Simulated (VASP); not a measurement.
A run of VASP 6.6.1:

INCAR

```
ALGO = Normal
EDIFF = 1E-6
ENCUT = 520
GGA = PE
ISIF = 2
ISMEAR = 0
ISPIN = 2
LASPH = True
LCHARG = False
LDAU = True
LDAUJ = 0 0
LDAUL = 2 -1
LDAUPRINT = 1
LDAUTYPE = 2
LDAUU = 3.32 0
LMAXMIX = 4
LORBIT = 11
LREAL = False
LWAVE = False
MAGMOM = 2.88 0.24
NBANDS = 18
NELM = 150
PREC = Accurate
SIGMA = 0.02
```

KPOINTS

```
k-points
0
Gamma
  12 12 12
```

Contents of POSCAR:

```
CoO
1.0
    1.5367472036      0.8872414117      2.4735053773
   -1.5367472036      0.8872414117      2.4735053773
    0.0000000000     -1.7744828233      2.4735053773
Co O
1 1
Direct
    0.0000000000      0.0000000000      0.0000000000
    0.5000000000      0.5000000000      0.5000000000
```

Potentials or basis: VASP PAW PBE potentials, release 64 (Co, O).

Command:

```bash
$ cat potpaw_PBE.64/Co/POTCAR potpaw_PBE.64/O/POTCAR > POTCAR
$ mpirun -np 1 vasp_std > vasp.out
```

Hardware: 1 thread of Intel(R) Xeon(R) 6975P-C (Granite Rapids), on a shared host.

**Question.** Estimate the wall time of this run.

**Answer.** Run time: 52 s on 1 thread of Intel(R) Xeon(R) 6975P-C (Granite Rapids), on a shared host, peak memory 0.23 GiB. Counts: scf iterations 19, k points 189.
